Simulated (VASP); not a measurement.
# AlRu (Pm-3m) in VASP: further runs

AlRu is run at these levels: PBE+D4; tasks: single point.

All numbers are computed with VASP 6.6.1; they aren't measurements. Logs are shortened: lines on timing, memory, paths and dates and some standing lists are left out, and cuts for length are marked.

## (1) The cell of the first run

The structure is cubic, space group Pm-3m (No. 221). Conventional cell: a = 3.031 Å, b = 3.031 Å, c = 3.031 Å, α = 90.00°, β = 90.00°, γ = 90.00°. Within 3.5 Å of Al (site symmetry m-3m) lie 8 Ru at 2.62 Å and 6 Al at 3.03 Å. Ru (site symmetry m-3m) has 8 Al at 2.62 Å and 6 Ru at 3.03 Å within 3.5 Å.

## (2) Single point, PBE+D4

The input, INCAR:

```
SYSTEM = AlRu
PREC = Accurate
ENCUT = 520
EDIFF = 1E-6
ISMEAR = 0
SIGMA = 0.01
LREAL = .FALSE.
LASPH = .TRUE.
NELM = 100
ALGO = Normal
ISIF = 2
LWAVE = .FALSE.
LCHARG = .TRUE.
GGA = PE
IVDW = 13
LELF = .TRUE.
LVHAR = .TRUE.
NBANDS = 16
```

The input, KPOINTS:

```
regular mesh
0
G
  8 8 8
  0 0 0
```

The input, POSCAR:

```
AlRu
1.0
    3.0309676725      0.0000000000      0.0000000000
    0.0000000000      3.0309676725      0.0000000000
    0.0000000000      0.0000000000      3.0309676725
Al Ru
1 1
Direct
    0.0000000000      0.0000000000      0.0000000000
    0.5000000000      0.5000000000      0.5000000000
```

Potentials or basis: VASP PAW PBE potentials, release 64 (Al, Ru_pv).

Run with:

```console
cat potpaw_PBE.64/Al/POTCAR potpaw_PBE.64/Ru_pv/POTCAR > POTCAR
mpirun -np 1 vasp_std > vasp.out
```

OUTCAR:

```text
SYSTEM = AlRu
   PREC = Accurate
   ENCUT = 520
   EDIFF = 1E-6
   ISMEAR = 0
   LREAL = .FALSE.
   LASPH = .TRUE.
   NELM = 100
   ISIF = 2
   GGA = PE
   IVDW = 13

 ion  position               nearest neighbor table
   1  0.000  0.000  0.000-   2 2.62   2 2.62   2 2.62   2 2.62   2 2.62   2 2.62   2 2.62   2 2.62

   2  0.500  0.500  0.500-   1 2.62   1 2.62   1 2.62   1 2.62   1 2.62   1 2.62   1 2.62   1 2.62

  LATTYP: Found a simple cubic cell.
 ALAT       =     3.0309676725

  Lattice vectors:

 A1 = (   3.0309676725,   0.0000000000,   0.0000000000)
 A2 = (   0.0000000000,   3.0309676725,   0.0000000000)
 A3 = (   0.0000000000,   0.0000000000,   3.0309676725)

Analysis of symmetry for initial positions (statically):
=====================================================================
 Subroutine PRICEL returns:
 Original cell was already a primitive cell.

 Routine SETGRP: Setting up the symmetry group for a
 simple cubic supercell.

 Subroutine GETGRP returns: Found 48 space group operations
[... 9 lines left out ...]

 Routine SETGRP: Setting up the symmetry group for a
 simple cubic supercell.

 Subroutine GETGRP returns: Found 48 space group operations
[... 11 lines left out ...]
                                     Primitive cell

  volume of cell :      27.8448

  direct lattice vectors                    reciprocal lattice vectors
     3.030967673  0.000000000  0.000000000     0.329927636  0.000000000  0.000000000
     0.000000000  3.030967673  0.000000000     0.000000000  0.329927636  0.000000000
     0.000000000  0.000000000  3.030967673     0.000000000  0.000000000  0.329927636

  length of vectors
     3.030967673  3.030967673  3.030967673     0.329927636  0.329927636  0.329927636

  position of ions in fractional coordinates (direct lattice)
     0.000000000  0.000000000  0.000000000
     0.500000000  0.500000000  0.500000000

  ion indices of the primitive-cell ions
   primitive index   ion index
                 1           1
                 2           2

----------------------------------------------------------------------------------------

 KPOINTS: regular mesh

Automatic generation of k-mesh.
 Grid dimensions read from file:
 generate k-points for:    8    8    8

 Generating k-lattice:

  Cartesian coordinates                     Fractional coordinates (reciprocal lattice)
     0.041240955  0.000000000  0.000000000     0.125000000  0.000000000  0.000000000
     0.000000000  0.041240955  0.000000000     0.000000000  0.125000000  0.000000000
     0.000000000  0.000000000  0.041240955     0.000000000  0.000000000  0.125000000

  Length of vectors
     0.041240955  0.041240955  0.041240955

  Shift w.r.t. Gamma in fractional coordinates (k-lattice)
     0.000000000  0.000000000  0.000000000

 Subroutine IBZKPT returns following result:
 ===========================================

 Found     35 irreducible k-points:

 Following reciprocal coordinates:
            Coordinates               Weight
  0.000000  0.000000  0.000000      1.000000
  0.125000  0.000000  0.000000      6.000000
  0.250000  0.000000  0.000000      6.000000
  0.375000  0.000000  0.000000      6.000000
  0.500000  0.000000  0.000000      3.000000
  0.125000  0.125000  0.000000     12.000000
[... 16 lines left out ...]
  0.375000  0.375000  0.125000     24.000000
  0.500000  0.375000  0.125000     24.000000
 [... further k-points ...]
   k-points           NKPTS =     35   k-points in BZ     NKDIM =     35   number of bands    NBANDS=     16
   number of dos      NEDOS =    301   number of ions     NIONS =      2
   total plane-waves  NPLWV =  13824
   dimension x,y,z NGX =    24 NGY =   24 NGZ =   24
   dimension x,y,z NGXF=    48 NGYF=   48 NGZF=   48
   ions per type =               1   1
   NGX,Y,Z   is equivalent  to a cutoff of  13.16, 13.16, 13.16 a.u.
   NGXF,Y,Z  is equivalent  to a cutoff of  26.33, 26.33, 26.33 a.u.
 SYSTEM =  AlRu
   PREC   = accura    normal or accurate (medium, high low for compatibility)
   ISTART =      0    job   : 0-new  1-cont  2-samecut
   ICHARG =      2    charge: 1-file 2-atom 10-const
   ISPIN  =      1    spin polarized calculation?
   LNONCOLLINEAR =      F non collinear calculations
   LSORBIT =      F    spin-orbit coupling
   LASPH  =      T    aspherical Exc in radial PAW
   ENCUT  =  520.0 eV  38.22 Ry    6.18 a.u.   5.64  5.64  5.64*2*pi/ulx,y,z
   NELM   =    100;   NELMIN=  2; NELMDL= -5     # of ELM steps
   EDIFF  = 0.1E-05   stopping-criterion for ELM
   LREAL  =      F    real-space projection
   EDIFFG = 0.1E-04   stopping-criterion for IOM
   NSW    =      0    number of steps for IOM
   IBRION =     -1    ionic relax: 0-MD 1-quasi-New 2-CG
   NFREE  =      0    steps in history (QN), initial steepest desc. (CG)
   ISIF   =      2    stress and relaxation
   ISYM   =      2    0-nonsym 1-usesym 2-fastsym
   POTIM  = 0.5000    time-step for ionic-motion
   TEBEG  =    0.0;   TEEND  =   0.0 temperature during run
   PSTRESS=    0.0 pullay stress
   NELECT =      17.0000    total number of electrons
   NUPDOWN=      -1.0000    fix difference up-down
   EMIN   =  10.00;   EMAX   =-10.00  energy-range for DOS
   EFERMI =   0.00;   METHOD = LEGACY
   ISMEAR =     0;   SIGMA  =   0.01  broadening in eV -4-tet -1-fermi 0-gaus
   EFERMI_NEDOS =   21; number of points for ismear=-14 and -15
   IALGO  =     38    algorithm
   IMIX   =      4    mixing-type and parameters
     AMIX     =   0.40;   BMIX     =  1.00
     AMIX_MAG =   1.60;   BMIX_MAG =  1.00
  volume/ion in A,a.u.               =      13.92        93.95
  Fermi-wavevector in a.u.,A,eV,Ry     =   1.388811  2.624472 26.242865  1.928796
  Thomas-Fermi vector in A             =   2.512902
   LORBIT       =      0    0 simple, 1 ext, 2 COOP (PROOUT), +10 PAW based schemes
   GGA     = PE    functional components
   LHFCALC =     F    Hartree Fock is set to
   AEXX    =    0.0000 exact exchange contribution
   IVDW    =    13    specifies the selected vdW correction
   LEPSILON=     F    determine dielectric tensor
   LRPA    =     F    only Hartree local field effects (RPA)
 non-spin polarized calculation
 Gauss-broadening in eV      SIGMA  =   0.01
  energy-cutoff  :      520.00
  volume of cell :       27.84
 maximum number of plane-waves:       768
 NGX is ok and might be reduce to    24
   NGX = 11   NGY = 11   NGZ = 11

 number of electron      17.0000001 magnetization

 Free energy of the ion-electron system (eV)
  ---------------------------------------------------
  ext. energy  EPLUGINS =         0.00000000
  ---------------------------------------------------
  free energy    TOTEN  =       -14.20899862 eV

  energy without entropy =      -14.20844852  energy(sigma->0) =      -14.20872357

 E-fermi :  10.2788     XC(G=0): -12.3640

 val. band max:       10.1963138779   @ k =   0.2500   0.1250   0.0000
 cond. band min:      10.2817169739   @ k =   0.5000   0.3750   0.2500
 fundamental gap:      0.0854030961
 Fermi energy:        10.2788421811

 k-point     1 :       0.0000    0.0000    0.0000
  band No.  band energies     occupation
      1     -31.5510      2.00000
      2     -31.5510      2.00000
      3     -31.5510      2.00000
      4       0.7258      2.00000
      5       6.8270      2.00000
      6       6.8270      2.00000
[... 8 lines left out ...]
     15      22.3651      0.00000
     16      24.5473      0.00000

 k-point     2 :       0.1250    0.0000    0.0000
  band No.  band energies     occupation
      1     -31.5777      2.00000
      2     -31.5487      2.00000
      3     -31.5487      2.00000
      4       1.0140      2.00000
      5       6.9050      2.00000
      6       6.9253      2.00000
[... 8 lines left out ...]
     15      22.3662      0.00000
     16      25.5377      0.00000

 k-point     3 :       0.2500    0.0000    0.0000
  band No.  band energies     occupation
      1     -31.6417      2.00000
      2     -31.5433      2.00000
      3     -31.5433      2.00000
      4       1.8422      2.00000
      5       6.8682      2.00000
      6       7.1783      2.00000
[... 8 lines left out ...]
     15      22.6179      0.00000
     16      26.2473      0.00000

 k-point     4 :       0.3750    0.0000    0.0000
  band No.  band energies     occupation
      1     -31.7051      2.00000
      2     -31.5379      2.00000
      3     -31.5379      2.00000
      4       3.1079      2.00000
      5       6.0978      2.00000
      6       7.4587      2.00000
[... 8 lines left out ...]
     15      23.0118      0.00000
     16      23.9869      0.00000

 k-point     5 :       0.5000    0.0000    0.0000
  band No.  band energies     occupation
      1     -31.7312      2.00000
      2     -31.5357      2.00000
      3     -31.5357      2.00000
      4       4.5306      2.00000
      5       4.7580      2.00000
      6       7.5848      2.00000
[... 8 lines left out ...]
     15      22.4225      0.00000
     16      22.4225      0.00000

 k-point     6 :       0.1250    0.1250    0.0000
  band No.  band energies     occupation
      1     -31.5763      2.00000
      2     -31.5743      2.00000
      3     -31.5465      2.00000
      4       1.2953      2.00000
      5       6.9960      2.00000
      6       7.0254      2.00000
[... 8 lines left out ...]
     15      22.3763      0.00000
     16      26.2219      0.00000
[... 267 lines left out ...]
 k-point    21 :       0.3750    0.2500    0.1250
  band No.  band energies     occupation
      1     -31.6915      2.00000
      2     -31.6229      2.00000
      3     -31.5556      2.00000
      4       3.9928      2.00000
      5       6.5325      2.00000
      6       7.7021      2.00000
[... 8 lines left out ...]
     15      22.3698      0.00000
     16      24.1160      0.00000

 k-point    22 :       0.5000    0.2500    0.1250
  band No.  band energies     occupation
      1     -31.7170      2.00000
      2     -31.6202      2.00000
      3     -31.5532      2.00000
      4       4.6780      2.00000
      5       5.9347      2.00000
      6       7.7211      2.00000
[... 8 lines left out ...]
     15      22.3673      0.00000
     16      23.6551      0.00000

 k-point    23 :       0.3750    0.3750    0.1250
  band No.  band energies     occupation
      1     -31.6850      2.00000
      2     -31.6831      2.00000
      3     -31.5499      2.00000
      4       4.4275      2.00000
      5       6.7238      2.00000
      6       7.7287      2.00000
[... 8 lines left out ...]
     15      22.9008      0.00000
     16      23.7050      0.00000

 k-point    24 :       0.5000    0.3750    0.1250
  band No.  band energies     occupation
      1     -31.7092      2.00000
      2     -31.6810      2.00000
      3     -31.5475      2.00000
      4       4.5762      2.00000
      5       6.8902      2.00000
      6       7.6393      2.00000
[... 8 lines left out ...]
     15      22.8196      0.00000
     16      23.1940      0.00000

 [... further k-points ...]

------------------------ aborting loop because EDIFF is reached ----------------------------------------

  DFT-D4 for vdW energy calculation

  Edisp (eV):   -0.91227

  FORCE on cell =-STRESS in cart. coord.  units (eV):
  Direction    XX          YY          ZZ          XY          YZ          ZX
  --------------------------------------------------------------------------------------
  -------------------------------------------------------------------------------------
  Total      -1.71119    -1.71119    -1.71119     0.00000    -0.00000     0.00000
  in kB     -98.46140   -98.46140   -98.46140     0.00000    -0.00000     0.00000
  external pressure =      -98.46 kB  Pullay stress =        0.00 kB

 VOLUME and BASIS-vectors are now :
 -----------------------------------------------------------------------------
  energy-cutoff  :      520.00
  volume of cell :       27.84
      direct lattice vectors                 reciprocal lattice vectors
     3.030967673  0.000000000  0.000000000     0.329927636  0.000000000  0.000000000
     0.000000000  3.030967673  0.000000000     0.000000000  0.329927636  0.000000000
     0.000000000  0.000000000  3.030967673     0.000000000  0.000000000  0.329927636

 POSITION                                       TOTAL-FORCE (eV/Angst)
 -----------------------------------------------------------------------------------
      0.00000      0.00000      0.00000         0.000000      0.000000      0.000000
      1.51548      1.51548      1.51548         0.000000      0.000000      0.000000
 -----------------------------------------------------------------------------------
    total drift:                                0.000000     -0.000000     -0.000000

  FREE ENERGIE OF THE ION-ELECTRON SYSTEM (eV)
  ---------------------------------------------------
  free  energy   TOTEN  =       -15.1212728622 eV

  energy  without entropy=      -15.1207227602  energy(sigma->0) =      -15.12099781
```

Run time: 9 s. Hardware: 1 thread of Intel Xeon 6975P-C, shared host; peak memory 0.14 GiB.

Results:

* Free energy: -15.1213 eV
* Pressure: -9.8 GPa
* Dispersion energy per atom: -0.456 eV

Caveat: pairwise dispersion overbinds metals, which lowers pressure and volume.

## (3) Single point, PBE+D4

This run uses another cell than the first one, of 14.46 Å³/atom, 1.038 times its volume.

The input, INCAR:

```
PREC = Accurate
ENCUT = 520
EDIFF = 1E-6
ISMEAR = 0
SIGMA = 0.01
LREAL = False
LASPH = True
NELM = 80
ALGO = Normal
ISIF = 2
LWAVE = False
LCHARG = False
GGA = PE
IVDW = 13
NBANDS = 16
```

The input, KPOINTS:

```
Automatic mesh
0
Gamma
  8 8 8
```

The input, POSCAR:

```
AlRu
1.0
    3.0693384252      0.0000000000      0.0000000000
    0.0000000000      3.0693384252      0.0000000000
    0.0000000000      0.0000000000      3.0693384252
Al Ru
1 1
Direct
    0.0000000000      0.0000000000      0.0000000000
    0.5000000000      0.5000000000      0.5000000000
```

Potentials or basis: VASP PAW PBE potentials, release 64 (Al, Ru_pv).

Run with:

```console
cat potpaw_PBE.64/Al/POTCAR potpaw_PBE.64/Ru_pv/POTCAR > POTCAR
mpirun -np 1 vasp_std > vasp.out
```

It took 9.1 s on 1 thread of Intel Xeon 6975P-C, shared host; peak memory 0.15 GiB.

Results (log left out):

```
Free energy                : -15.0346 eV
Pressure                   : -15.6 GPa
Dispersion energy per atom : -0.440 eV
```

Levels at points of the mesh, in eV from the Fermi level:
| k point | band 6 | band 7 | band 8 | band 9 | band 10 | band 11 | band 12 | band 13 |
| --- | --- | --- | --- | --- | --- | --- | --- | --- |
| (0.00, 0.00, 0.00) | -3.26 | 0.08 | 0.08 | 0.08 | 5.62 | 5.62 | 5.62 | 10.43 |
| (0.50, 0.00, 0.00) | -2.54 | -1.53 | -1.53 | 0.30 | 1.94 | 7.37 | 10.53 | 10.53 |
| (0.50, 0.50, 0.00) | -1.41 | -1.41 | -1.11 | -1.11 | 1.27 | 4.74 | 5.39 | 9.88 |
| (0.50, 0.50, 0.50) | -4.31 | 1.35 | 1.35 | 2.01 | 3.87 | 3.87 | 3.87 | 7.75 |

Caveat: pairwise dispersion overbinds metals, which lowers pressure and volume.

## (4) Single point, PBE+D4

This run uses another cell than the first one, of 14.99 Å³/atom, 1.077 times its volume.

The input, INCAR:

```
SYSTEM = AlRu
  ALGO = Normal
  EDIFF = 1E-6
  ENCUT = 520
  GGA = PE
  ISIF = 2
  ISMEAR = 0
  IVDW = 13
  LASPH = .TRUE.
  LCHARG = .TRUE.
  LELF = .TRUE.
  LREAL = .FALSE.
  LVHAR = .TRUE.
  LWAVE = .FALSE.
  NBANDS = 16
  NELM = 60
  PREC = Accurate
  SIGMA = 0.01
```

The input, KPOINTS:

```
k-points
0
G
  8 8 8
  0 0 0
```

The input, POSCAR:

```
AlRu
1.0
    3.1067730710      0.0000000000      0.0000000000
    0.0000000000      3.1067730710      0.0000000000
    0.0000000000      0.0000000000      3.1067730710
Al Ru
1 1
Direct
    0.0000000000      0.0000000000      0.0000000000
    0.5000000000      0.5000000000      0.5000000000
```

Run with:

```console
cat potpaw_PBE.64/Al/POTCAR potpaw_PBE.64/Ru_pv/POTCAR > POTCAR
mpirun -np 1 vasp_std > vasp.out
```

Run time: 12 s. Hardware: 1 thread of Intel Xeon 6975P-C, shared host; peak memory 0.14 GiB.

The run converged. Its results:

* Free energy: -14.9125 eV
* Pressure: -20.6 GPa
* Dispersion energy per atom: -0.425 eV

Levels at points of the mesh, in eV from the Fermi level:
| k point | band 7 | band 8 | band 9 | band 10 | band 11 | band 12 |
| --- | --- | --- | --- | --- | --- | --- |
| (0.00, 0.00, 0.00) | 0.07 | 0.07 | 0.07 | 5.45 | 5.45 | 5.45 |
| (0.50, 0.00, 0.00) | -1.46 | -1.46 | 0.27 | 1.82 | 7.37 | 10.35 |
| (0.50, 0.50, 0.00) | -1.37 | -1.05 | -1.05 | 1.20 | 4.52 | 5.06 |
| (0.50, 0.50, 0.50) | 1.27 | 1.27 | 1.79 | 3.80 | 3.80 | 3.80 |

Caveat: pairwise dispersion overbinds metals, which lowers pressure and volume.

## (5) Overview

| cell | gap on the mesh (eV) | pressure (GPa) |
| --- | --- | --- |
| a = 3.031 Å, 2 atoms | none | -9.8 |
| a = 3.069 Å, 2 atoms | none | -15.6 |
| a = 3.107 Å, 2 atoms | none | -20.6 |

Alike in all rows: task single point; level PBE+D4; potentials or basis VASP PAW PBE potentials, release 64 (Al, Ru_pv); no spin polarisation; k mesh 8 × 8 × 8; cutoff (eV) 520; smearing gaussian 0.01 eV.

Caveats: pairwise dispersion overbinds metals, which lowers pressure and volume.

Absolute energies hang on the potentials; compare differences alone.
